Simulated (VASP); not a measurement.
# Si3C (Pmn2_1) in VASP: single point with PBE

Aim: the single point of Si3C with PBE.

Everything below comes from runs of VASP 6.6.1. Logs are shortened: lines on timing, memory, paths and dates and some standing lists are left out, and cuts for length are marked.

**1. The cell of the first run**

Symmetry: Pmn2_1, No. 31, orthorhombic system. Conventional cell: a = 3.320 Å, b = 6.288 Å, c = 5.566 Å, α = 90.00°, β = 90.00°, γ = 90.00°. Within 2.6 Å of Si (site symmetry m) lie 3 C at 1.97 to 1.99 Å and 1 Si at 2.35 Å. Within 2.5 Å of Si (site symmetry m) lie 1 C at 1.92 Å and 3 Si at 2.28 to 2.30 Å. Within 3.0 Å of Si (site symmetry m) lie 4 Si at 2.28 to 2.35 Å. Within 2.5 Å of C (site symmetry m) lie 4 Si at 1.92 to 1.99 Å.

**2. Single point, PBE**

INCAR

```
PREC = Accurate
ENCUT = 520
EDIFF = 1E-6
ISMEAR = 0
SIGMA = 0.01
LREAL = F
LASPH = T
NELM = 100
ALGO = Normal
ISIF = 2
LWAVE = F
LCHARG = F
GGA = PE
NBANDS = 26
```

KPOINTS

```
Automatic mesh
0
Gamma
  12 8 8
```

POSCAR

```
Si3C
1.0
   -1.6598600364     -2.8749619165      0.0000000000
    0.0000000000      0.0000000000     -5.5663970715
    5.4452538764     -3.1438187913      0.0000000000
Si C
6 2
Direct
    0.0000000000      0.9109383446      0.3111046210
    0.5000000000      0.9684031679      0.8979976577
    0.0000000000      0.4684031679      0.6020023423
    0.5000000000      0.4109383446      0.1888953790
    0.5000000000      0.5636021752      0.8397584384
    0.0000000000      0.0636021752      0.6602415616
    0.0000000000      0.5570563124      0.3066911884
    0.5000000000      0.0570563124      0.1933088116
```

Potentials or basis: VASP PAW PBE potentials, release 64 (Si, C).

Launch:

```
> cat potpaw_PBE.64/Si/POTCAR potpaw_PBE.64/C/POTCAR > POTCAR
> mpirun -np 1 vasp_std > vasp.out
```

OUTCAR:

```text
PREC = Accurate
   ENCUT = 520
   EDIFF = 1E-6
   ISMEAR = 0
   LREAL = F
   LASPH = T
   NELM = 100
   ISIF = 2
   GGA = PE

 ion  position               nearest neighbor table
   1  0.000  0.911  0.311-   7 1.97   8 1.99   8 1.99   6 2.35   3 3.07   2 3.10   2 3.10
   2  0.500  0.968  0.898-   8 1.92   5 2.28   6 2.30   6 2.30   4 3.07   1 3.10   1 3.10
   3  0.000  0.468  0.602-   7 1.92   6 2.28   5 2.30   5 2.30   1 3.07   4 3.10   4 3.10
   4  0.500  0.411  0.189-   8 1.97   7 1.99   7 1.99   5 2.35   2 3.07   3 3.10   3 3.10
   5  0.500  0.564  0.840-   2 2.28   3 2.30   3 2.30   4 2.35
   6  0.000  0.064  0.660-   3 2.28   2 2.30   2 2.30   1 2.35
   7  0.000  0.557  0.307-   3 1.92   1 1.97   4 1.99   4 1.99
   8  0.500  0.057  0.193-   2 1.92   4 1.97   1 1.99   1 1.99

  LATTYP: Found a simple orthorhombic cell.
 ALAT       =     3.3197200728
 B/A-ratio  =     1.6767670013
 C/A-ratio  =     1.8940264374

  Lattice vectors:

 A1 = (  -1.6598600364,  -2.8749619165,   0.0000000000)
 A2 = (   0.0000000000,   0.0000000000,  -5.5663970715)
 A3 = (   5.4452538764,  -3.1438187913,   0.0000000000)

Analysis of symmetry for initial positions (statically):
=====================================================================
 Subroutine PRICEL returns:
 Original cell was already a primitive cell.

 Routine SETGRP: Setting up the symmetry group for a
 simple orthorhombic supercell.

 Subroutine GETGRP returns: Found  4 space group operations
 (whereof  2 operations were pure point group operations)
 out of a pool of  8 trial point group operations.

The static configuration has the point symmetry C_1h.
 The point group associated with its full space group is C_2v.

Analysis of symmetry for dynamics (positions and initial velocities):
=====================================================================
 Subroutine PRICEL returns:
 Original cell was already a primitive cell.

 Routine SETGRP: Setting up the symmetry group for a
 simple orthorhombic supercell.

 Subroutine GETGRP returns: Found  4 space group operations
 (whereof  2 operations were pure point group operations)
 out of a pool of  8 trial point group operations.

The dynamic configuration has the point symmetry C_1h.
 The point group associated with its full space group is C_2v.

 Subroutine INISYM returns: Found  4 space group operations
 (whereof  2 operations are pure point group operations),
 and found     1 'primitive' translations

[... 104 lines left out ...]
   ENCUT  =  520.0 eV  38.22 Ry    6.18 a.u.   6.17 10.35 11.69*2*pi/ulx,y,z
   NELM   =    100;   NELMIN=  2; NELMDL= -5     # of ELM steps
   EDIFF  = 0.1E-05   stopping-criterion for ELM
   LREAL  =      F    real-space projection
[... 7 lines left out ...]
   TEBEG  =    0.0;   TEEND  =   0.0 temperature during run
   PSTRESS=    0.0 pullay stress
   NELECT =      32.0000    total number of electrons
   NUPDOWN=      -1.0000    fix difference up-down
   EMIN   =  10.00;   EMAX   =-10.00  energy-range for DOS
   EFERMI =   0.00;   METHOD = LEGACY
   ISMEAR =     0;   SIGMA  =   0.01  broadening in eV -4-tet -1-fermi 0-gaus
   EFERMI_NEDOS =   21; number of points for ismear=-14 and -15
   IALGO  =     38    algorithm
   IMIX   =      4    mixing-type and parameters
     AMIX     =   0.40;   BMIX     =  1.00
     AMIX_MAG =   1.60;   BMIX_MAG =  1.00
  volume/ion in A,a.u.               =      14.52        98.01
  Fermi-wavevector in a.u.,A,eV,Ry     =   1.065133  2.012809 15.435918  1.134508
  Thomas-Fermi vector in A             =   2.200674
   LORBIT       =      0    0 simple, 1 ext, 2 COOP (PROOUT), +10 PAW based schemes
   GGA     = PE    functional components
   LHFCALC =     F    Hartree Fock is set to
   AEXX    =    0.0000 exact exchange contribution
   IVDW    =     0    specifies the selected vdW correction
   LEPSILON=     F    determine dielectric tensor
   LRPA    =     F    only Hartree local field effects (RPA)
 non-spin polarized calculation
 Gauss-broadening in eV      SIGMA  =   0.01
  energy-cutoff  :      520.00
  volume of cell :      116.19
 maximum number of plane-waves:      3164
 NGX is ok and might be reduce to    28
   NGX = 13   NGY = 21   NGZ = 23

 number of electron      32.0000001 magnetization

 Free energy of the ion-electron system (eV)
  ---------------------------------------------------
  ext. energy  EPLUGINS =         0.00000000
  ---------------------------------------------------
  free energy    TOTEN  =       -49.18467401 eV

  energy without entropy =      -49.18462592  energy(sigma->0) =      -49.18464996

 E-fermi :   8.2504     XC(G=0): -10.4054

 val. band max:        8.2280273530   @ k =   0.5000   0.5000   0.3750
 cond. band min:       8.2547000429   @ k =   0.5000   0.3750   0.3750
 fundamental gap:      0.0266726900
 Fermi energy:         8.2503762283

 k-point     1 :       0.0000    0.0000    0.0000
  band No.  band energies     occupation
      1      -7.1961      2.00000
      2      -4.8546      2.00000
      3      -3.6493      2.00000
      4      -1.7434      2.00000
      5      -0.9857      2.00000
      6      -0.3311      2.00000
[... 685 lines left out ...]
     25      12.8067      0.00000
     26      13.4723      0.00000

 [... further k-points ...]

------------------------ aborting loop because EDIFF is reached ----------------------------------------

  FORCE on cell =-STRESS in cart. coord.  units (eV):
  Direction    XX          YY          ZZ          XY          YZ          ZX
  --------------------------------------------------------------------------------------
  -------------------------------------------------------------------------------------
  Total       -0.0665005     -0.0686440     -0.1159344     -0.0018563      0.0000000      0.0000000
  in kB       -0.9170069     -0.9465638     -1.5986734     -0.0255971      0.0000000      0.0000000
  external PRESSURE =      -1.1540814 kB  Pullay stress =       0.0000000 kB

 VOLUME and BASIS-vectors are now :
 -----------------------------------------------------------------------------
  energy-cutoff  :      520.00
  volume of cell :      116.19
      direct lattice vectors                 reciprocal lattice vectors
    -1.659860036 -2.874961917  0.000000000    -0.150615109 -0.260873021  0.000000000
     0.000000000  0.000000000 -5.566397071     0.000000000  0.000000000 -0.179649419
     5.445253876 -3.143818791  0.000000000     0.137734625 -0.079521123  0.000000000

 POSITION                                       TOTAL-FORCE (eV/Angst)
 -----------------------------------------------------------------------------------
      1.69404     -0.97806     -5.07064        -0.000189      0.000109      0.008179
      4.05990     -4.26062     -5.39052         0.002505     -0.001446     -0.004931
      3.27806     -1.89259     -2.60732        -0.002505      0.001446     -0.004931
      0.19865     -2.03133     -2.28745         0.000189     -0.000109      0.008179
      3.74277     -4.07753     -3.13723        -0.000971      0.000561     -0.002618
      3.59518     -2.07568     -0.35403         0.000971     -0.000561     -0.002618
      1.67001     -0.96418     -3.10080         0.001364     -0.000787     -0.000630
      0.22269     -2.04521     -0.31760        -0.001364      0.000787     -0.000630
 -----------------------------------------------------------------------------------
    total drift:                                0.000000     -0.000000     -0.000140

  FREE ENERGIE OF THE ION-ELECTRON SYSTEM (eV)
  ---------------------------------------------------
  free  energy   TOTEN  =       -49.1846740126 eV

  energy  without entropy=      -49.1846259154  energy(sigma->0) =      -49.18464996
```

Wall time 11 min (1 thread of Intel Xeon 8259CL, shared host); peak memory 0.5 GiB.

What came out:

```
Free energy            : -49.1847 eV
Pressure               : -0.1 GPa
Largest force          : 0.008 eV/Å
Band gap on the k mesh : zero (bands 16 and 17 overlap by 1.53 eV)
```

Forces in eV/Å, atoms in the order of the input:
```
Si   0.000  0.000  0.008
Si   0.003 -0.001 -0.005
Si  -0.003  0.001 -0.005
Si   0.000  0.000  0.008
Si  -0.001  0.001 -0.003
Si   0.001 -0.001 -0.003
C    0.001 -0.001 -0.001
C   -0.001  0.001 -0.001
```
